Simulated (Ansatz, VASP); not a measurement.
# One calculation of RbBr, two programs

```
CELL_PARAMETERS angstrom
0.00000 3.46312 3.46312
3.46312 0.00000 3.46312
3.46312 3.46312 0.00000
ATOMIC_POSITIONS crystal
Rb 0.00000 0.00000 0.00000
Br 0.50000 0.50000 0.50000
```

Alike in both runs: functional PBE; dispersion D4; k mesh 6 × 6 × 6; occupations methfessel-paxton of order 1, width 0.05 eV; no spin polarisation.

Ansatz relaxed the structure, and its values are those at the end. VASP's run is a single point on that final structure, the one shown.

|  | VASP | Ansatz |
| --- | --- | --- |
| version | VASP 6.6.1 | Ansatz 0.2.0 |
| potentials or method | VASP PAW PBE potentials, release 64 (Rb_sv, Br) | plane waves, PAW |
| plane-wave cutoff (eV) | 520 | 420 |
| valence electrons in the cell | 16 | 16 |

```tsv
	VASP	Ansatz	Ansatz less VASP
pressure (GPa)	0.0	0.0	-0.02
```
